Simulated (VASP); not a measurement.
# BeNi (Pm-3m) in VASP: further runs, part 3 of 3

VASP 6.6.1. Earlier steps stand in the parts before.

## Step 5: Single point, LDA, collinear spin, ferromagnetic start

INCAR

```
SYSTEM = BeNi
  PREC = Accurate
  ENCUT = 520
  EDIFF = 1E-6
  ISMEAR = -1
  SIGMA = 0.15
  LREAL = .False.
  LASPH = .True.
  NELM = 150
  ALGO = Normal
  ISIF = 2
  LWAVE = .False.
  LCHARG = .False.
  ISPIN = 2
  MAGMOM = 0 1
  LORBIT = 11
  LMAXMIX = 4
  GGA = CA
  NBANDS = 17
```

KPOINTS

```
regular mesh
0
Gamma
  11 11 11
  0 0 0
```

POSCAR

```
BeNi
1.0
    2.5869995900      0.0000000000      0.0000000000
    0.0000000000      2.5869995900      0.0000000000
    0.0000000000      0.0000000000      2.5869995900
Be Ni
1 1
Direct
    0.0000000000      0.0000000000      0.0000000000
    0.5000000000      0.5000000000      0.5000000000
```

Potentials or basis: VASP PAW LDA potentials, release 64 (Be, Ni).

The run is started by

```
$ cat potpaw_LDA.64/Be/POTCAR potpaw_LDA.64/Ni/POTCAR > POTCAR
$ mpirun -np 1 vasp_std > vasp.out
```

OUTCAR:

```text
SYSTEM = BeNi
   PREC = Accurate
   ENCUT = 520
   EDIFF = 1E-6
   ISMEAR = -1
   LREAL = .False.
   LASPH = .True.
   NELM = 150
   ISIF = 2
   ISPIN = 2
   LORBIT = 11
   GGA = CA

 ion  position               nearest neighbor table
   1  0.000  0.000  0.000-   2 2.24   2 2.24   2 2.24   2 2.24   2 2.24   2 2.24   2 2.24   2 2.24

   2  0.500  0.500  0.500-   1 2.24   1 2.24   1 2.24   1 2.24   1 2.24   1 2.24   1 2.24   1 2.24

  LATTYP: Found a simple cubic cell.
 ALAT       =     2.5869995900

  Lattice vectors:

 A1 = (   2.5869995900,   0.0000000000,   0.0000000000)
 A2 = (   0.0000000000,   2.5869995900,   0.0000000000)
 A3 = (   0.0000000000,   0.0000000000,   2.5869995900)

Analysis of symmetry for initial positions (statically):
=====================================================================
 Subroutine PRICEL returns:
 Original cell was already a primitive cell.

 Routine SETGRP: Setting up the symmetry group for a
 simple cubic supercell.

 Subroutine GETGRP returns: Found 48 space group operations
[... 9 lines left out ...]

 Routine SETGRP: Setting up the symmetry group for a
 simple cubic supercell.

 Subroutine GETGRP returns: Found 48 space group operations
 (whereof 48 operations were pure point group operations)
 out of a pool of 48 trial point group operations.

The dynamic configuration has the point symmetry O_h .

Analysis of structural, dynamic, and magnetic symmetry:
=====================================================================
 Subroutine PRICEL returns:
 Original cell was already a primitive cell.

 Routine SETGRP: Setting up the symmetry group for a
 simple cubic supercell.

 Subroutine GETGRP returns: Found 48 space group operations
 (whereof 48 operations were pure point group operations)
 out of a pool of 48 trial point group operations.

The overall configuration has the point symmetry O_h .

 Subroutine INISYM returns: Found 48 space group operations
[... 5 lines left out ...]
                                     Primitive cell

  volume of cell :      17.3137

  direct lattice vectors                    reciprocal lattice vectors
     2.586999590  0.000000000  0.000000000     0.386548187  0.000000000  0.000000000
     0.000000000  2.586999590  0.000000000     0.000000000  0.386548187  0.000000000
     0.000000000  0.000000000  2.586999590     0.000000000  0.000000000  0.386548187

  length of vectors
     2.586999590  2.586999590  2.586999590     0.386548187  0.386548187  0.386548187

  position of ions in fractional coordinates (direct lattice)
     0.000000000  0.000000000  0.000000000
     0.500000000  0.500000000  0.500000000

  ion indices of the primitive-cell ions
   primitive index   ion index
                 1           1
                 2           2

----------------------------------------------------------------------------------------

 KPOINTS: regular mesh

Automatic generation of k-mesh.
 Grid dimensions read from file:
 generate k-points for:   11   11   11

 Generating k-lattice:

  Cartesian coordinates                     Fractional coordinates (reciprocal lattice)
     0.035140744  0.000000000  0.000000000     0.090909091  0.000000000  0.000000000
     0.000000000  0.035140744  0.000000000     0.000000000  0.090909091  0.000000000
     0.000000000  0.000000000  0.035140744     0.000000000  0.000000000  0.090909091

  Length of vectors
     0.035140744  0.035140744  0.035140744

[... 42 lines left out ...]
   NGXF,Y,Z  is equivalent  to a cutoff of  25.70, 25.70, 25.70 a.u.
 SYSTEM =  BeNi
   PREC   = accura    normal or accurate (medium, high low for compatibility)
   ISTART =      0    job   : 0-new  1-cont  2-samecut
   ICHARG =      2    charge: 1-file 2-atom 10-const
   ISPIN  =      2    spin polarized calculation?
   LNONCOLLINEAR =      F non collinear calculations
   LSORBIT =      F    spin-orbit coupling
   LASPH  =      T    aspherical Exc in radial PAW
   ENCUT  =  520.0 eV  38.22 Ry    6.18 a.u.   4.81  4.81  4.81*2*pi/ulx,y,z
   NELM   =    150;   NELMIN=  2; NELMDL= -5     # of ELM steps
   EDIFF  = 0.1E-05   stopping-criterion for ELM
   LREAL  =      F    real-space projection
   EDIFFG = 0.1E-04   stopping-criterion for IOM
   NSW    =      0    number of steps for IOM
   IBRION =     -1    ionic relax: 0-MD 1-quasi-New 2-CG
   NFREE  =      0    steps in history (QN), initial steepest desc. (CG)
   ISIF   =      2    stress and relaxation
   ISYM   =      2    0-nonsym 1-usesym 2-fastsym
   POTIM  = 0.5000    time-step for ionic-motion
   TEBEG  =    0.0;   TEEND  =   0.0 temperature during run
   PSTRESS=    0.0 pullay stress
   NELECT =      12.0000    total number of electrons
   NUPDOWN=      -1.0000    fix difference up-down
   EMIN   =  10.00;   EMAX   =-10.00  energy-range for DOS
   EFERMI =   0.00;   METHOD = LEGACY
   ISMEAR =    -1;   SIGMA  =   0.15  broadening in eV -4-tet -1-fermi 0-gaus
   EFERMI_NEDOS =   21; number of points for ismear=-14 and -15
   IALGO  =     38    algorithm
   IMIX   =      4    mixing-type and parameters
     AMIX     =   0.40;   BMIX     =  1.00
     AMIX_MAG =   1.60;   BMIX_MAG =  1.00
  volume/ion in A,a.u.               =       8.66        58.42
  Fermi-wavevector in a.u.,A,eV,Ry     =   1.448790  2.737817 28.558541  2.098994
  Thomas-Fermi vector in A             =   2.566591
   LORBIT       =     11    0 simple, 1 ext, 2 COOP (PROOUT), +10 PAW based schemes
   GGA     = CA    functional components
   LHFCALC =     F    Hartree Fock is set to
   AEXX    =    0.0000 exact exchange contribution
   IVDW    =     0    specifies the selected vdW correction
   LEPSILON=     F    determine dielectric tensor
   LRPA    =     F    only Hartree local field effects (RPA)
 spin polarized calculation
  energy-cutoff  :      520.00
  volume of cell :       17.31
 maximum number of plane-waves:       476
 NGX is ok and might be reduce to    20
   NGX =  9   NGY =  9   NGZ =  9

 number of electron      12.0000018 magnetization       0.0000008

 number of electron      12.0000018 magnetization      -0.0001173

 Free energy of the ion-electron system (eV)
  ---------------------------------------------------
  ext. energy  EPLUGINS =         0.00000000
  ---------------------------------------------------
  free energy    TOTEN  =       -11.81398939 eV

  energy without entropy =      -11.75497593  energy(sigma->0) =      -11.78448266

 E-fermi :   8.9632     XC(G=0): -12.7386

 val. band max:        8.9395483999   @ k =   0.3636   0.3636   0.3636
 cond. band min:       8.9966267125   @ k =   0.4545   0.3636   0.0909
 fundamental gap:      0.0570783126
 Fermi energy:         8.9631623775

 spin component 1

 k-point     1 :       0.0000    0.0000    0.0000
  band No.  band energies     occupation
      1      -1.3723      1.00000
      2       5.3233      1.00000
      3       5.3233      1.00000
      4       7.6549      0.99984
      5       7.6549      0.99984
      6       7.6549      0.99984
[... 459 lines left out ...]
      6       7.5498      0.99992
[... 9 lines left out ...]
     16      35.8577      0.00000
     17      39.4775      0.00000

 [... further k-points ...]

 spin component 2

 k-point     1 :       0.0000    0.0000    0.0000
  band No.  band energies     occupation
      1      -1.3723      1.00000
      2       5.3232      1.00000
      3       5.3232      1.00000
      4       7.6549      0.99984
      5       7.6549      0.99984
      6       7.6549      0.99984
[... 459 lines left out ...]
      6       7.5498      0.99992
[... 9 lines left out ...]
     16      35.8577      0.00000
     17      39.4775      0.00000

 [... further k-points ...]
[... 5 lines left out ...]
  --------------------------------------------------------------------------------------
  -------------------------------------------------------------------------------------
  Total       -0.7153854     -0.7153854     -0.7153854     -0.0000000      0.0000000     -0.0000000
  in kB      -66.2005494    -66.2005494    -66.2005494     -0.0000000      0.0000000     -0.0000000
  external PRESSURE =     -66.2005494 kB  Pullay stress =       0.0000000 kB

 VOLUME and BASIS-vectors are now :
 -----------------------------------------------------------------------------
  energy-cutoff  :      520.00
  volume of cell :       17.31
      direct lattice vectors                 reciprocal lattice vectors
     2.586999590  0.000000000  0.000000000     0.386548187  0.000000000  0.000000000
     0.000000000  2.586999590  0.000000000     0.000000000  0.386548187  0.000000000
     0.000000000  0.000000000  2.586999590     0.000000000  0.000000000  0.386548187

 POSITION                                       TOTAL-FORCE (eV/Angst)
 -----------------------------------------------------------------------------------
      0.00000      0.00000      0.00000         0.000000      0.000000      0.000000
      1.29350      1.29350      1.29350         0.000000      0.000000      0.000000
 -----------------------------------------------------------------------------------
    total drift:                               -0.000000      0.000000     -0.000000

  FREE ENERGIE OF THE ION-ELECTRON SYSTEM (eV)
  ---------------------------------------------------
  free  energy   TOTEN  =       -11.8139893923 eV

  energy  without entropy=      -11.7549759273  energy(sigma->0) =      -11.78448266

 total charge

# of ion       s       p       d       tot
------------------------------------------
    1        0.438   0.704   0.000   1.142
    2        0.523   0.619   8.443   9.586
--------------------------------------------------
tot          0.961   1.323   8.443  10.728

 magnetization (x)

# of ion       s       p       d       tot
------------------------------------------
    1        0.000   0.000   0.000   0.000
    2       -0.000   0.000  -0.000  -0.000
--------------------------------------------------
tot         -0.000   0.000  -0.000  -0.000
```

OSZICAR:

```text
N       E                     dE             d eps       ncg     rms          rms(c)
DAV:   1     0.371806581791E+02    0.37181E+02   -0.56373E+03  4048   0.882E+02
DAV:   2    -0.123115198875E+02   -0.49492E+02   -0.44245E+02  4143   0.166E+02
DAV:   3    -0.143814737724E+02   -0.20700E+01   -0.20386E+01  4551   0.349E+01
DAV:   4    -0.143955900209E+02   -0.14116E-01   -0.14110E-01  4526   0.266E+00
DAV:   5    -0.143957894387E+02   -0.19942E-03   -0.19940E-03  4674   0.330E-01    0.158E+01
DAV:   6    -0.161348950756E+02   -0.17391E+01   -0.71742E+01  4805   0.917E+01    0.185E+01
DAV:   7    -0.118323455545E+02    0.43025E+01   -0.21566E+01  4782   0.494E+01    0.104E+00
DAV:   8    -0.118267626906E+02    0.55829E-02   -0.10195E-01  4286   0.270E+00    0.104E+00
DAV:   9    -0.118143706989E+02    0.12392E-01   -0.33528E-02  5433   0.136E+00    0.452E-01
DAV:  10    -0.118140573125E+02    0.31339E-03   -0.25442E-04  4433   0.172E-01    0.217E-01
DAV:  11    -0.118139883403E+02    0.68972E-04   -0.35551E-04  4646   0.192E-01    0.888E-02
DAV:  12    -0.118139927380E+02   -0.43977E-05   -0.60730E-06  4457   0.215E-02    0.412E-02
DAV:  13    -0.118139905786E+02    0.21593E-05   -0.20323E-06  3078   0.122E-02    0.168E-02
DAV:  14    -0.118139893898E+02    0.11889E-05   -0.50728E-06  2508   0.189E-02    0.202E-03
DAV:  15    -0.118139893923E+02   -0.25611E-08   -0.12094E-07  2066   0.265E-03
   1 F= -.11813989E+02 E0= -.11784483E+02  d E =-.590135E-01  mag=     0.0000
```

Wall time 29 s (1 thread of Intel Xeon 8259CL, shared host); peak memory 0.14 GiB.

Results:

| Item | Value |
| --- | --- |
| Free energy | -11.8140 eV |
| Pressure | -6.6 GPa |
| Band gap on the k mesh | zero (filled and empty bands overlap) |
| Net moment | 0.00 μB per cell |
| Valence electrons inside the program's atomic spheres | Be 1.14; Ni 9.59 |

Levels at points of the mesh, in eV from the Fermi level:
Spin up:
```tsv
k point	band 4	band 5	band 6	band 7	band 8	band 9
(0.00, 0.00, 0.00)	-1.31	-1.31	-1.31	6.96	6.96	6.96
```
Spin down:
```
           k point  band 2  band 3  band 4  band 5  band 6  band 7  band 8  band 9  band 10  band 11
(0.00, 0.00, 0.00)   -3.64   -3.64   -1.31   -1.31   -1.31    6.96    6.96    6.96    14.52    14.52
```

## Step 6: Summary

```tsv
k mesh	gap on the mesh (eV)	pressure (GPa)	moment (μB)
5 × 5 × 5	none	-7.4	0.00
7 × 7 × 7	none	-6.7	0.00
9 × 9 × 9	none	-6.6	0.00
11 × 11 × 11	none	-6.6	0.00
```

Alike in all rows: task single point; level LDA; potentials or basis VASP PAW LDA potentials, release 64 (Be, Ni); spin collinear, ferromagnetic start; cell as given; cutoff (eV) 520; smearing fermi-dirac 0.15 eV.

Caveats: some runs use coarse meshes.

Total energies depend on the potentials used, so only differences within one code and one set of settings carry meaning.
